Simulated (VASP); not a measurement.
Crystal: Ag.

```
CELL_PARAMETERS angstrom
0.00000 4.08550 4.08550
4.08550 0.00000 4.08550
4.08550 4.08550 0.00000
ATOMIC_POSITIONS crystal
Ag 0.00000 0.00000 0.00000
Ag 0.00000 0.00000 0.50000
Ag 0.00000 0.50000 0.00000
Ag 0.00000 0.50000 0.50000
Ag 0.50000 0.00000 0.00000
Ag 0.50000 0.00000 0.50000
Ag 0.50000 0.50000 0.00000
Ag 0.50000 0.50000 0.50000
```

Program: VASP 6.6.1. Alike in all runs: task electric field gradients; no spin polarisation; cell as given; cutoff (eV) 520; smearing fermi-dirac 0.05 eV.

Problem. Order these runs on this cell by their pressure, lowest first.
A. level PBEsol; potentials or basis VASP PAW PBE potentials, release 64 (Ag); k mesh 3 × 3 × 3
B. level LDA; potentials or basis VASP PAW LDA potentials, release 64 (Ag); k mesh 7 × 7 × 7
C. level r2SCAN; potentials or basis VASP PAW PBE potentials, release 64 (Ag); k mesh 7 × 7 × 7

Solution. B (-7.2 GPa), A (-2.0 GPa), C (1.6 GPa).

Caveats: some runs use coarse meshes; the PAW data sets were made with another functional, which shifts forces and pressure a little (at least some runs); the cell stands under tension (at least some runs).
